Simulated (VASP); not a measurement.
# SnTe (Fm-3m) in VASP: a series of runs

The runs below take SnTe through single point, with PBEsol+D4, PBEsol, PBEsol+D3(BJ).

All numbers are computed with VASP 6.6.1; they aren't measurements. Logs are shortened: lines on timing, memory, paths and dates and some standing lists are left out, and cuts for length are marked.

## (1) The cell of the first run

The structure is cubic, space group Fm-3m (No. 225). The conventional cell has a = 6.231 Å, b = 6.231 Å, c = 6.231 Å, α = 90.00°, β = 90.00°, γ = 90.00°. Te (site symmetry m-3m) has 6 Sn at 3.12 Å within 4.1 Å. Within 4.1 Å of Sn (site symmetry m-3m) lie 6 Te at 3.12 Å.

## (2) Single point, PBEsol+D4

The input, INCAR:

```
SYSTEM = SnTe
ALGO = Normal ; EDIFF = 1E-6
ENCUT = 520 ; GGA = PS
ISIF = 2 ; ISMEAR = -1
IVDW = 13 ; LASPH = .TRUE.
LCHARG = .FALSE. ; LREAL = .FALSE.
LWAVE = .FALSE. ; NBANDS = 17
NELM = 60 ; PREC = Accurate
SIGMA = 0.05
```

The input, KPOINTS:

```
k-points
0
G
  7 7 7
  0 0 0
```

The input, POSCAR:

```
SnTe
1.0
    0.0000000000      3.1157159456      3.1157159456
    3.1157159456      0.0000000000      3.1157159456
    3.1157159456      3.1157159456      0.0000000000
Te Sn
1 1
Direct
    0.5000000000      0.5000000000      0.5000000000
    0.0000000000      0.0000000000      0.0000000000
```

Potentials or basis: VASP PAW PBE potentials, release 64 (Te, Sn_d).

Run with:

```sh
$ cat potpaw_PBE.64/Te/POTCAR potpaw_PBE.64/Sn_d/POTCAR > POTCAR
$ mpirun -np 1 vasp_std > vasp.out
```

OUTCAR:

```text
SYSTEM = SnTe
   EDIFF = 1E-6
   ENCUT = 520
   GGA = PS
   ISIF = 2
   ISMEAR = -1
   IVDW = 13
   LASPH = .TRUE.
   LREAL = .FALSE.
   NELM = 60
   PREC = Accurate

 ion  position               nearest neighbor table
   1  0.500  0.500  0.500-   2 3.12   2 3.12   2 3.12   2 3.12   2 3.12   2 3.12
   2  0.000  0.000  0.000-   1 3.12   1 3.12   1 3.12   1 3.12   1 3.12   1 3.12

  LATTYP: Found a face centered cubic cell.
 ALAT       =     6.2314318912

  Lattice vectors:

 A1 = (   0.0000000000,   3.1157159456,   3.1157159456)
 A2 = (   3.1157159456,   0.0000000000,   3.1157159456)
 A3 = (   3.1157159456,   3.1157159456,   0.0000000000)

Analysis of symmetry for initial positions (statically):
[... 33 lines left out ...]
                                     Primitive cell

  volume of cell :      60.4928

  direct lattice vectors                    reciprocal lattice vectors
     0.000000000  3.115715946  3.115715946    -0.160476760  0.160476760  0.160476760
     3.115715946  0.000000000  3.115715946     0.160476760 -0.160476760  0.160476760
     3.115715946  3.115715946  0.000000000     0.160476760  0.160476760 -0.160476760

  length of vectors
     4.406287747  4.406287747  4.406287747     0.277953902  0.277953902  0.277953902

  position of ions in fractional coordinates (direct lattice)
     0.500000000  0.500000000  0.500000000
     0.000000000  0.000000000  0.000000000

  ion indices of the primitive-cell ions
   primitive index   ion index
                 1           1
                 2           2

----------------------------------------------------------------------------------------

 KPOINTS: k-points

Automatic generation of k-mesh.
 Grid dimensions read from file:
 generate k-points for:    7    7    7

 Generating k-lattice:

  Cartesian coordinates                     Fractional coordinates (reciprocal lattice)
    -0.022925251  0.022925251  0.022925251     0.142857143  0.000000000  0.000000000
     0.022925251 -0.022925251  0.022925251     0.000000000  0.142857143  0.000000000
     0.022925251  0.022925251 -0.022925251     0.000000000  0.000000000  0.142857143

  Length of vectors
     0.039707700  0.039707700  0.039707700

  Shift w.r.t. Gamma in fractional coordinates (k-lattice)
     0.000000000  0.000000000  0.000000000

 Subroutine IBZKPT returns following result:
 ===========================================

 Found     20 irreducible k-points:

[... 35 lines left out ...]
   LNONCOLLINEAR =      F non collinear calculations
   LSORBIT =      F    spin-orbit coupling
   LASPH  =      T    aspherical Exc in radial PAW
   ENCUT  =  520.0 eV  38.22 Ry    6.18 a.u.   8.19  8.19  8.19*2*pi/ulx,y,z
   NELM   =     60;   NELMIN=  2; NELMDL= -5     # of ELM steps
   EDIFF  = 0.1E-05   stopping-criterion for ELM
   LREAL  =      F    real-space projection
   EDIFFG = 0.1E-04   stopping-criterion for IOM
   NSW    =      0    number of steps for IOM
   IBRION =     -1    ionic relax: 0-MD 1-quasi-New 2-CG
   NFREE  =      0    steps in history (QN), initial steepest desc. (CG)
   ISIF   =      2    stress and relaxation
   ISYM   =      2    0-nonsym 1-usesym 2-fastsym
   POTIM  = 0.5000    time-step for ionic-motion
   TEBEG  =    0.0;   TEEND  =   0.0 temperature during run
   PSTRESS=    0.0 pullay stress
   NELECT =      20.0000    total number of electrons
   NUPDOWN=      -1.0000    fix difference up-down
   EMIN   =  10.00;   EMAX   =-10.00  energy-range for DOS
   EFERMI =   0.00;   METHOD = LEGACY
   ISMEAR =    -1;   SIGMA  =   0.05  broadening in eV -4-tet -1-fermi 0-gaus
   EFERMI_NEDOS =   21; number of points for ismear=-14 and -15
   IALGO  =     38    algorithm
   IMIX   =      4    mixing-type and parameters
     AMIX     =   0.40;   BMIX     =  1.00
     AMIX_MAG =   1.60;   BMIX_MAG =  1.00
  volume/ion in A,a.u.               =      30.25       204.11
  Fermi-wavevector in a.u.,A,eV,Ry     =   1.132010  2.139189 17.435144  1.281447
  Thomas-Fermi vector in A             =   2.268710
   LORBIT       =      0    0 simple, 1 ext, 2 COOP (PROOUT), +10 PAW based schemes
   GGA     = PS    functional components
   LHFCALC =     F    Hartree Fock is set to
   AEXX    =    0.0000 exact exchange contribution
   IVDW    =    13    specifies the selected vdW correction
   LEPSILON=     F    determine dielectric tensor
   LRPA    =     F    only Hartree local field effects (RPA)
 non-spin polarized calculation
  energy-cutoff  :      520.00
  volume of cell :       60.49
 maximum number of plane-waves:      1647
 NGX is ok and might be reduce to    36
   NGX = 17   NGY = 17   NGZ = 17

 number of electron      19.9999997 magnetization

 Free energy of the ion-electron system (eV)
  ---------------------------------------------------
  ext. energy  EPLUGINS =         0.00000000
  ---------------------------------------------------
  free energy    TOTEN  =        -8.33850758 eV

  energy without entropy =       -8.33842361  energy(sigma->0) =       -8.33846559

 E-fermi :   7.2783     XC(G=0):  -9.8056

 val. band max:        6.9676460556   @ k =   0.4286   0.0000   0.0000
 cond. band min:       7.6461994928   @ k =   0.4286   0.0000   0.0000
 fundamental gap:      0.6785534373
 Fermi energy:         7.2782949614

 k-point     1 :       0.0000    0.0000    0.0000
  band No.  band energies     occupation
      1     -14.5693      2.00000
      2     -14.5693      2.00000
      3     -14.5601      2.00000
      4     -14.5601      2.00000
      5     -14.5601      2.00000
      6      -5.8492      2.00000
[... 377 lines left out ...]
      4     -14.5541      2.00000
      5     -14.5479      2.00000
      6      -4.0809      2.00000
[... 9 lines left out ...]
     16      17.0429      0.00000
     17      17.7761      0.00000

------------------------ aborting loop because EDIFF is reached ----------------------------------------

  DFT-D4 for vdW energy calculation

  Edisp (eV):   -0.52216

  FORCE on cell =-STRESS in cart. coord.  units (eV):
  Direction    XX          YY          ZZ          XY          YZ          ZX
  --------------------------------------------------------------------------------------
  -------------------------------------------------------------------------------------
  Total      -0.01749    -0.01749    -0.01749     0.00000     0.00000    -0.00000
  in kB      -0.46315    -0.46315    -0.46315     0.00000     0.00000    -0.00000
  external pressure =       -0.46 kB  Pullay stress =        0.00 kB

 VOLUME and BASIS-vectors are now :
 -----------------------------------------------------------------------------
  energy-cutoff  :      520.00
  volume of cell :       60.49
      direct lattice vectors                 reciprocal lattice vectors
     0.000000000  3.115715946  3.115715946    -0.160476760  0.160476760  0.160476760
     3.115715946  0.000000000  3.115715946     0.160476760 -0.160476760  0.160476760
     3.115715946  3.115715946  0.000000000     0.160476760  0.160476760 -0.160476760

 POSITION                                       TOTAL-FORCE (eV/Angst)
 -----------------------------------------------------------------------------------
      3.11572      3.11572      3.11572         0.000000      0.000000      0.000000
      0.00000      0.00000      0.00000        -0.000000     -0.000000     -0.000000
 -----------------------------------------------------------------------------------
    total drift:                               -0.000000      0.000000      0.000000

  FREE ENERGIE OF THE ION-ELECTRON SYSTEM (eV)
  ---------------------------------------------------
  free  energy   TOTEN  =        -8.8606628089 eV

  energy  without entropy=       -8.8605788422  energy(sigma->0) =       -8.86062083
```

It took 50 s on 1 thread of Intel Xeon 8259CL, shared host; peak memory 0.21 GiB.

What came out:

| Quantity | Value |
| --- | --- |
| Free energy | -8.8607 eV |
| Pressure | 0.0 GPa |
| Dispersion energy per atom | -0.261 eV |

Caveat: this odd mesh misses L, where the gap lies, so gap, dielectric constants and Born charges aren't listed; the PAW data sets were made with another functional, which shifts forces and pressure a little; spin-orbit coupling is left out, which moves the levels of the heavy elements.

## (3) Single point, PBEsol

This run uses another cell than the first one, of 31.03 Å³/atom, 1.026 times its volume.

The input, INCAR:

```
PREC = Accurate
ENCUT = 520
EDIFF = 1E-6
ISMEAR = -1
SIGMA = 0.05
LREAL = F
LASPH = T
NELM = 100
ALGO = Normal
ISIF = 2
LWAVE = F
LCHARG = T
GGA = PS
LELF = T
LVHAR = T
NBANDS = 17
```

The input, KPOINTS:

```
Automatic mesh
0
Gamma
  7 7 7
```

The input, POSCAR:

```
SnTe
1.0
    0.0000000000      3.1422552596      3.1422552596
    3.1422552596      0.0000000000      3.1422552596
    3.1422552596      3.1422552596      0.0000000000
Te Sn
1 1
Direct
    0.5000000000      0.5000000000      0.5000000000
    0.0000000000      0.0000000000      0.0000000000
```

Potentials or basis: VASP PAW PBE potentials, release 64 (Te, Sn_d).

Run with:

```sh
$ cat potpaw_PBE.64/Te/POTCAR potpaw_PBE.64/Sn_d/POTCAR > POTCAR
$ mpirun -np 1 vasp_std > vasp.out
```

Wall time 59 s (1 thread of Intel Xeon 8259CL, shared host); peak memory 0.21 GiB.

Results (log left out):

| Item | Value |
| --- | --- |
| Free energy | -8.3449 eV |
| Pressure | 0.0 GPa |

Levels at points of the mesh, in eV from the Fermi level:
```tsv
k point	band 7	band 8	band 9	band 10	band 11	band 12	band 13	band 14
(0.00, 0.00, 0.00)	-4.72	-2.20	-2.20	-2.20	3.31	3.31	3.31	4.66
```

Caveat: this odd mesh misses L, where the gap lies, so gap, dielectric constants and Born charges aren't listed; the PAW data sets were made with another functional, which shifts forces and pressure a little; spin-orbit coupling is left out, which moves the levels of the heavy elements.

## (4) Single point, PBEsol+D3(BJ)

This run uses another cell than the first one, of 31.28 Å³/atom, 1.034 times its volume.

The input, INCAR:

```
  PREC = Accurate
  ENCUT = 520
  EDIFF = 1E-6
  ISMEAR = -1
  SIGMA = 0.05
  LREAL = False
  LASPH = True
  NELM = 80
  ALGO = Normal
  ISIF = 2
  LWAVE = False
  LCHARG = False
  GGA = PS
  IVDW = 12
  NBANDS = 17
```

KPOINTS is that of step 3.

The input, POSCAR:

```
SnTe
1.0
    0.0000000000      3.1508500000      3.1508500000
    3.1508500000      0.0000000000      3.1508500000
    3.1508500000      3.1508500000      0.0000000000
Te Sn
1 1
Direct
    0.5000000000      0.5000000000      0.5000000000
    0.0000000000      0.0000000000      0.0000000000
```

Run with:

```sh
$ cat potpaw_PBE.64/Te/POTCAR potpaw_PBE.64/Sn_d/POTCAR > POTCAR
$ mpirun -np 1 vasp_std > vasp.out
```

Wall time 46 s (1 thread of Intel Xeon 8259CL, shared host); peak memory 0.22 GiB.

The run converged. Its results:

```
Free energy                : -9.1216 eV
Pressure                   : -2.4 GPa
Dispersion energy per atom : -0.389 eV
```

Levels at points of the mesh, in eV from the Fermi level:
```
           k point  band 8  band 9  band 10  band 11  band 12  band 13
(0.00, 0.00, 0.00)   -2.17   -2.17    -2.17     3.29     3.29     3.29
```

Caveat: this odd mesh misses L, where the gap lies, so gap, dielectric constants and Born charges aren't listed; three body term missing; the PAW data sets were made with another functional, which shifts forces and pressure a little; spin-orbit coupling is left out, which moves the levels of the heavy elements.

## (5) Summary

```tsv
level	cell	pressure (GPa)
PBEsol+D4	a = 4.406 Å, angles 60.0°, 2 atoms	0.0
PBEsol	a = 4.444 Å, angles 60.0°, 2 atoms	0.0
PBEsol+D3(BJ)	a = 4.456 Å, angles 60.0°, 2 atoms	-2.4
```

Alike in all rows: task single point; potentials or basis VASP PAW PBE potentials, release 64 (Te, Sn_d); no spin polarisation; k mesh 7 × 7 × 7; cutoff (eV) 520; smearing fermi-dirac 0.05 eV.

Caveats: the PAW data sets were made with another functional, which shifts forces and pressure a little; spin-orbit coupling is left out, which moves the levels of the heavy elements; three body term missing (some runs).

Absolute energies hang on the potentials; compare differences alone.
